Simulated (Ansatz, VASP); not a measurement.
One calculation of SnTe3As, two programs

INCAR

```
PREC = Accurate ; ENCUT = 520
EDIFF = 1E-6 ; ISMEAR = 0
SIGMA = 0.1 ; LREAL = F
LASPH = T ; NELM = 100
ALGO = Normal ; ISIF = 2
LWAVE = F ; LCHARG = F
GGA = PE ; NBANDS = 26
```

Contents of KPOINTS:

```
regular mesh
0
Gamma
  4 4 4
```

File POSCAR:

```
SnTe3As
1.0
    5.3362243200      0.0000000000      0.0000000000
    0.0000000000      5.3362243200      0.0000000000
    0.0000000000      0.0000000000      5.3362243200
Sn Te As
1 3 1
Direct
    0.0000000000      0.0000000000      0.0000000000
    0.0000000000      0.5000000000      0.5000000000
    0.5000000000      0.0000000000      0.5000000000
    0.5000000000      0.5000000000      0.0000000000
    0.5000000000      0.5000000000      0.5000000000
```

Input for Ansatz:

```yaml
crystal:
  lattice:
    - [5.33622432, 0.0, 0.0]
    - [0.0, 5.33622432, 0.0]
    - [0.0, 0.0, 5.33622432]
  atoms:
    - { symbol: Sn, position: [0.0, 0.0, 0.0] }
    - { symbol: Te, position: [0.0, 0.5, 0.5] }
    - { symbol: Te, position: [0.5, 0.0, 0.5] }
    - { symbol: Te, position: [0.5, 0.5, 0.0] }
    - { symbol: As, position: [0.5, 0.5, 0.5] }
basis:
  ecutwfc: 420
kpoints:
  mp_grid: { grid: [4, 4, 4] }
hamiltonian:
  xc: pbe
scf:
  occupations: { method: gaussian, width: 0.1 }
  lower_state_search: "off"
output:
  forces: true
  stress: true
  eigenvalues: true
```

Change from the starting cell: species swapped into the DyBRh3 type (Pm-3m, No. 221).

Alike in both runs: task single point; functional PBE; k mesh 4 × 4 × 4; occupations gaussian, width 0.1 eV; no spin polarisation.

|  | VASP | Ansatz |
| --- | --- | --- |
| version | VASP 6.6.1 | Ansatz 0.2.0 |
| potentials or method | VASP PAW PBE potentials, release 64 (Sn_d, Te, As), cutoff 520 eV | scalar-relativistic, plane waves, PAW |
| valence electrons in the cell | 37 | 77 |

```tsv
	VASP	Ansatz	Ansatz less VASP
gap on the k mesh at the Fermi level (eV)	none	none	-
pressure (GPa)	4.2	4.1	-0.04
```

A gap of «none» marks a metal or a gap that the smearing closes. VASP's potentials hold 37 valence electrons a cell and Ansatz's 77, so a difference there can come from the potentials and not from the codes.

Neither program's run includes spin-orbit coupling.
